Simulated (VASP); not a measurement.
# Pb (Fd-3m) in VASP: settings compared

Aim: see how the results for Pb move with the level of theory and the settings. Levels: LDA, HSE06, PBE. Tasks: relaxation of cell and atoms, single point.

Program: VASP 6.6.1. These are calculated values, not measurements. Logs are shortened: lines on timing, memory, paths and dates and some standing lists are left out, and cuts for length are marked.

## (1) The cell of the first run

Symmetry: Fd-3m, No. 227, cubic system. Conventional cell: a = 6.878 Å, b = 6.878 Å, c = 6.878 Å, α = 90.00°, β = 90.00°, γ = 90.00°. Pb (site symmetry -43m) has 4 Pb at 2.98 Å within 3.9 Å.

This isn't the form of Pb at room conditions, which is fcc.

## (2) Relaxation of cell and atoms, LDA, target pressure 30 GPa, at which the enthalpy is minimised

The input, INCAR:

```
SYSTEM = Pb
PREC     = Accurate       ! precision mode
ENCUT    = 600            ! plane-wave cutoff, eV
EDIFF    = 1E-6           ! SCF threshold, eV
ISMEAR   = -1             ! smearing method
SIGMA    = 0.05           ! smearing width, eV
LREAL    = .FALSE.        ! projectors in reciprocal space
LASPH    = .TRUE.         ! aspherical terms in the spheres
NELM     = 80             ! most SCF steps
ALGO     = Normal         ! electronic algorithm
ISIF     = 3              ! what is computed and relaxed
LWAVE    = .FALSE.        ! write WAVECAR
LCHARG   = .FALSE.        ! write CHGCAR
GGA      = CA             ! functional
IBRION   = 2              ! ionic algorithm
NSW      = 80             ! ionic steps
EDIFFG   = -0.005         ! ionic threshold
PSTRESS  = 300.0
```

The input, KPOINTS:

```
regular mesh
0
G
  7 7 7
  0 0 0
```

The input, POSCAR:

```
Pb
1.0
    0.0000000000      3.4390000555      3.4390000555
    3.4390000555      0.0000000000      3.4390000555
    3.4390000555      3.4390000555      0.0000000000
Pb
2
Direct
    0.2500000000      0.2500000000      0.2500000000
    0.0000000000      0.0000000000      0.0000000000
```

Potentials or basis: VASP PAW LDA potentials, release 64 (Pb_d).

Started as:

```console
cat potpaw_LDA.64/Pb_d/POTCAR > POTCAR
mpirun -np 1 vasp_std > vasp.out
```

OUTCAR:

```text
SYSTEM = Pb
   PREC = Accurate
   ENCUT = 600
   EDIFF = 1E-6
   ISMEAR = -1
   LREAL = .FALSE.
   LASPH = .TRUE.
   NELM = 80
   ISIF = 3
   GGA = CA
   IBRION = 2
   NSW = 80
   EDIFFG = -0.005
   PSTRESS = 300.0

 ion  position               nearest neighbor table
   1  0.250  0.250  0.250-   2 2.98   2 2.98   2 2.98   2 2.98
   2  0.000  0.000  0.000-   1 2.98   1 2.98   1 2.98   1 2.98

  LATTYP: Found a face centered cubic cell.
 ALAT       =     6.8780001110

  Lattice vectors:

 A1 = (   0.0000000000,   3.4390000555,   3.4390000555)
 A2 = (   3.4390000555,   0.0000000000,   3.4390000555)
 A3 = (   3.4390000555,   3.4390000555,   0.0000000000)

Analysis of symmetry for initial positions (statically):
=====================================================================
 Subroutine PRICEL returns:
 Original cell was already a primitive cell.

 Routine SETGRP: Setting up the symmetry group for a
 face centered cubic supercell.

 Subroutine GETGRP returns: Found 48 space group operations
 (whereof 24 operations were pure point group operations)
 out of a pool of 48 trial point group operations.

The static configuration has the point symmetry T_d .
 The point group associated with its full space group is O_h .

Analysis of symmetry for dynamics (positions and initial velocities):
=====================================================================
 Subroutine PRICEL returns:
 Original cell was already a primitive cell.

 Routine SETGRP: Setting up the symmetry group for a
 face centered cubic supercell.

 Subroutine GETGRP returns: Found 48 space group operations
 (whereof 24 operations were pure point group operations)
 out of a pool of 48 trial point group operations.

The dynamic configuration has the point symmetry T_d .
 The point group associated with its full space group is O_h .

 Subroutine INISYM returns: Found 48 space group operations
 (whereof 24 operations are pure point group operations),
 and found     1 'primitive' translations

----------------------------------------------------------------------------------------

                                     Primitive cell

  volume of cell :      81.3442

  direct lattice vectors                    reciprocal lattice vectors
     0.000000000  3.439000056  3.439000056    -0.145391100  0.145391100  0.145391100
     3.439000056  0.000000000  3.439000056     0.145391100 -0.145391100  0.145391100
     3.439000056  3.439000056  0.000000000     0.145391100  0.145391100 -0.145391100

  length of vectors
     4.863480519  4.863480519  4.863480519     0.251824772  0.251824772  0.251824772

  position of ions in fractional coordinates (direct lattice)
     0.250000000  0.250000000  0.250000000
     0.000000000  0.000000000  0.000000000

  ion indices of the primitive-cell ions
   primitive index   ion index
                 1           1
                 2           2

----------------------------------------------------------------------------------------

 KPOINTS: regular mesh

Automatic generation of k-mesh.
 Grid dimensions read from file:
 generate k-points for:    7    7    7

 Generating k-lattice:

  Cartesian coordinates                     Fractional coordinates (reciprocal lattice)
    -0.020770157  0.020770157  0.020770157     0.142857143  0.000000000  0.000000000
     0.020770157 -0.020770157  0.020770157     0.000000000  0.142857143  0.000000000
     0.020770157  0.020770157 -0.020770157     0.000000000  0.000000000  0.142857143

  Length of vectors
     0.035974967  0.035974967  0.035974967

  Shift w.r.t. Gamma in fractional coordinates (k-lattice)
     0.000000000  0.000000000  0.000000000

 Subroutine IBZKPT returns following result:
 ===========================================

 Found     20 irreducible k-points:

 Following reciprocal coordinates:
            Coordinates               Weight
  0.000000  0.000000  0.000000      1.000000
  0.142857  0.000000  0.000000      8.000000
  0.285714  0.000000  0.000000      8.000000
  0.428571  0.000000  0.000000      8.000000
  0.142857  0.142857  0.000000      6.000000
  0.285714  0.142857  0.000000     24.000000
[... 12 lines left out ...]
 -0.428571  0.428571  0.142857     24.000000
 -0.285714  0.428571  0.142857     24.000000
   k-points           NKPTS =     20   k-points in BZ     NKDIM =     20   number of bands    NBANDS=     18
   number of dos      NEDOS =    301   number of ions     NIONS =      2
   total plane-waves  NPLWV =  64000
   dimension x,y,z NGX =    40 NGY =   40 NGZ =   40
   dimension x,y,z NGXF=    80 NGYF=   80 NGZF=   80
   ions per type =               2
   NGX,Y,Z   is equivalent  to a cutoff of  13.67, 13.67, 13.67 a.u.
   NGXF,Y,Z  is equivalent  to a cutoff of  27.35, 27.35, 27.35 a.u.
 SYSTEM =  Pb
   PREC   = accura    normal or accurate (medium, high low for compatibility)
   ISTART =      0    job   : 0-new  1-cont  2-samecut
   ICHARG =      2    charge: 1-file 2-atom 10-const
   ISPIN  =      1    spin polarized calculation?
   LNONCOLLINEAR =      F non collinear calculations
   LSORBIT =      F    spin-orbit coupling
   LASPH  =      T    aspherical Exc in radial PAW
   ENCUT  =  600.0 eV  44.10 Ry    6.64 a.u.   9.71  9.71  9.71*2*pi/ulx,y,z
   NELM   =     80;   NELMIN=  2; NELMDL= -5     # of ELM steps
   EDIFF  = 0.1E-05   stopping-criterion for ELM
   LREAL  =      F    real-space projection
   EDIFFG = -.5E-02   stopping-criterion for IOM
   NSW    =     80    number of steps for IOM
   IBRION =      2    ionic relax: 0-MD 1-quasi-New 2-CG
   NFREE  =      1    steps in history (QN), initial steepest desc. (CG)
   ISIF   =      3    stress and relaxation
   ISYM   =      2    0-nonsym 1-usesym 2-fastsym
   POTIM  = 0.5000    time-step for ionic-motion
   TEBEG  =    0.0;   TEEND  =   0.0 temperature during run
   PSTRESS=  300.0 pullay stress
   NELECT =      28.0000    total number of electrons
   NUPDOWN=      -1.0000    fix difference up-down
   EMIN   =  10.00;   EMAX   =-10.00  energy-range for DOS
   EFERMI =   0.00;   METHOD = LEGACY
   ISMEAR =    -1;   SIGMA  =   0.05  broadening in eV -4-tet -1-fermi 0-gaus
   EFERMI_NEDOS =   21; number of points for ismear=-14 and -15
   IALGO  =     38    algorithm
   IMIX   =      4    mixing-type and parameters
     AMIX     =   0.40;   BMIX     =  1.00
     AMIX_MAG =   1.60;   BMIX_MAG =  1.00
  volume/ion in A,a.u.               =      40.67       274.47
  Fermi-wavevector in a.u.,A,eV,Ry     =   1.147322  2.168124 17.909999  1.316348
  Thomas-Fermi vector in A             =   2.284002
   LORBIT       =      0    0 simple, 1 ext, 2 COOP (PROOUT), +10 PAW based schemes
   GGA     = CA    functional components
   LHFCALC =     F    Hartree Fock is set to
   AEXX    =    0.0000 exact exchange contribution
   IVDW    =     0    specifies the selected vdW correction
   LEPSILON=     F    determine dielectric tensor
   LRPA    =     F    only Hartree local field effects (RPA)
 conjugate gradient relaxation of ions
 non-spin polarized calculation
  energy-cutoff  :      600.00
  volume of cell :       81.34
 maximum number of plane-waves:      2734
   NGX = 19   NGY = 19   NGZ = 19

--------------------------------------- Ionic step        1  -------------------------------------------

 number of electron      28.0000004 magnetization

 Free energy of the ion-electron system (eV)
  ---------------------------------------------------
  ext. energy  EPLUGINS =         0.00000000
  ---------------------------------------------------
  free energy    TOTEN  =        -7.88789592 eV

  energy without entropy =       -7.88179398  energy(sigma->0) =       -7.88484495

 E-fermi :   4.0463     XC(G=0):  -8.7630

 val. band max:        4.0160554314   @ k =  -0.1429   0.1429   0.0000
 cond. band min:       4.0629182156   @ k =   0.1429   0.0000   0.0000
 fundamental gap:      0.0468627843
 Fermi energy:         4.0463224994

 k-point     1 :       0.0000    0.0000    0.0000
  band No.  band energies     occupation
      1     -13.1032      2.00000
      2     -13.1032      2.00000
      3     -13.1032      2.00000
      4     -13.0233      2.00000
      5     -13.0233      2.00000
      6     -12.5912      2.00000
[... 10 lines left out ...]
     17       6.4445      0.00000
     18       6.4445      0.00000
[... 432 lines left out ...]
  enthalpy is  TOTEN    =         7.3434126466 eV   P V=       15.2313085674

--------------------------------------- Ionic step        2  -------------------------------------------

 number of electron      28.0000001 magnetization

 E-fermi :  32.8113     XC(G=0): -16.7367

 val. band max:       32.7856618257   @ k =   0.4286   0.0000   0.0000
 cond. band min:      32.8510348032   @ k =   0.1429   0.1429   0.0000
 fundamental gap:      0.0653729775
 Fermi energy:        32.8112546036

 k-point     1 :       0.0000    0.0000    0.0000
  band No.  band energies     occupation
      1       1.3656      2.00000
      2       1.3656      2.00000
      3       2.0449      2.00000
      4       2.0449      2.00000
      5       2.0449      2.00000
      6       3.9414      2.00000
[... 10 lines left out ...]
     17      41.6473      0.00000
     18      41.6473      0.00000
[... 464 lines left out ...]
  FREE ENERGIE OF THE ION-ELECTRON SYSTEM (eV)
  ---------------------------------------------------
  free  energy   TOTEN  =        -7.8187961605 eV

  energy  without entropy=       -7.8129878041  energy(sigma->0) =       -7.81589198

  enthalpy is  TOTEN    =         5.8535544983 eV   P V=       13.6723506588

 E-fermi :   5.9658     XC(G=0):  -9.5906

 val. band max:        5.9054955649   @ k =  -0.1429   0.1429   0.0000
 cond. band min:       6.0257015276   @ k =   0.1429   0.0000   0.0000
 fundamental gap:      0.1202059627
 Fermi energy:         5.9658264350

 k-point     1 :       0.0000    0.0000    0.0000
  band No.  band energies     occupation
      1     -11.7098      2.00000
      2     -11.7098      2.00000
      3     -11.7098      2.00000
      4     -11.5937      2.00000
      5     -11.5937      2.00000
      6     -10.9102      2.00000
[... 10 lines left out ...]
     17       8.4929      0.00000
     18       8.4929      0.00000
[... 382 lines left out ...]
      2     -11.8374      2.00000
      3     -11.5182      2.00000
      4     -11.3694      2.00000
      5     -11.2881      2.00000
      6     -11.2146      2.00000
[... 10 lines left out ...]
     17      10.6904      0.00000
     18      10.9619      0.00000

[... ionic steps 4 to 7 ...]

--------------------------------------- Ionic step        8  -------------------------------------------

 number of electron      28.0000000 magnetization

------------------------ aborting loop because EDIFF is reached ----------------------------------------

  FORCE on cell =-STRESS in cart. coord.  units (eV):
  Direction    XX          YY          ZZ          XY          YZ          ZX
  --------------------------------------------------------------------------------------
  -------------------------------------------------------------------------------------
  Total       10.7181644     10.7181644     10.7181644      0.0000000      0.0000000     -0.0000000
  in kB      312.3437246    312.3437246    312.3437246      0.0000000      0.0000000     -0.0000000
  external PRESSURE =      12.3437246 kB  Pullay stress =     300.0000000 kB
[... 61 lines left out ...]
  enthalpy is  TOTEN    =         4.0897146826 eV   P V=       10.5700350937

--------------------------------------- Ionic step       10  -------------------------------------------

 number of electron      28.0000002 magnetization

 Free energy of the ion-electron system (eV)
  ---------------------------------------------------
  ext. energy  EPLUGINS =         0.00000000
  ---------------------------------------------------
  free energy    TOTEN  =        -6.29346185 eV

  energy without entropy =       -6.28902962  energy(sigma->0) =       -6.29124574

 E-fermi :   8.4953     XC(G=0): -10.5288

 val. band max:        8.4166167752   @ k =  -0.1429   0.1429   0.0000
 cond. band min:       8.5481705933   @ k =   0.1429   0.0000   0.0000
 fundamental gap:      0.1315538181
 Fermi energy:         8.4952949593

 k-point     1 :       0.0000    0.0000    0.0000
  band No.  band energies     occupation
      1     -10.0983      2.00000
      2     -10.0983      2.00000
      3     -10.0983      2.00000
      4      -9.9368      2.00000
      5      -9.9368      2.00000
      6      -8.8676      2.00000
[... 10 lines left out ...]
     17      11.1233      0.00000
     18      11.1233      0.00000
[... 426 lines left out ...]
  FREE ENERGIE OF THE ION-ELECTRON SYSTEM (eV)
  ---------------------------------------------------
  free  energy   TOTEN  =        -6.2934618532 eV

  energy  without entropy=       -6.2890296213  energy(sigma->0) =       -6.29124574

  enthalpy is  TOTEN    =         4.0802845478 eV   P V=       10.3737464010

 reached required accuracy - stopping structural energy minimisation
```

Wall time 6.2 min (1 thread of Intel Xeon 8259CL, shared host); peak memory 0.23 GiB.

What came out:

| Quantity | Value |
| --- | --- |
| Free energy | -6.2935 eV |
| Relaxed volume | 27.70 Å³/atom |
| Relaxed cell | a = 4.279 Å, b = 4.279 Å, c = 4.279 Å, α = 60.00°, β = 60.00°, γ = 60.00° |
| Space group after relaxing (to 0.1 Å) | Fd-3m (No. 227) |
| Energy change on relaxing (the run minimises the enthalpy) | +797.2 meV/atom |
| Ionic steps | 10 |
| Pressure after relaxing | 30.0 GPa |
| Band gap on the k mesh | zero (bands 14 and 15 overlap by 1.19 eV) |

The path:
| step | energy change (eV) | largest force (eV/Å) | pressure (GPa) | volume (Å³) |
| --- | --- | --- | --- | --- |
| 1 | 0.0000 | 0.0000 | -0.64 | 81.34 |
| 2 | 66.7359 | 0.0000 | 1237.49 | 19.84 |
| 3 | 0.0691 | 0.0000 | 3.71 | 73.02 |
| 4 | 0.2767 | 0.0000 | 8.53 | 67.44 |
| 5 | 2.1187 | 0.0000 | 37.83 | 52.91 |
| 6 | 1.4951 | 0.0000 | 28.51 | 55.95 |
| 7 | 1.5889 | 0.0000 | 29.93 | 55.43 |
| 8 | 1.6752 | 0.0000 | 31.23 | 54.98 |
| 9 | 1.4076 | 0.0000 | 27.18 | 56.45 |
| 10 | 1.5944 | 0.0000 | 29.99 | 55.40 |

Final structure:
```cif
data_structure
_symmetry_space_group_name_H-M 'P 1'
_symmetry_Int_Tables_number 1
_cell_length_a 4.2790
_cell_length_b 4.2790
_cell_length_c 4.2790
_cell_angle_alpha 60.000
_cell_angle_beta 60.000
_cell_angle_gamma 60.000
_cell_volume 55.40
loop_
_atom_site_label
_atom_site_type_symbol
_atom_site_fract_x
_atom_site_fract_y
_atom_site_fract_z
_atom_site_occupancy
Pb1 Pb 0.25000 0.25000 0.25000 1
Pb2 Pb 0.00000 0.00000 0.00000 1
```

Caveat: the cell is relaxed towards a set pressure, so the run minimises the enthalpy, not the energy; the volume moved by over 15 % at a fixed basis, so the end points are rough; spin-orbit coupling is left out, which moves the levels of the heavy elements.

[end of part 1 of 2]

The gap in the log of VASP goes by the Fermi energy; the results here count the filled bands.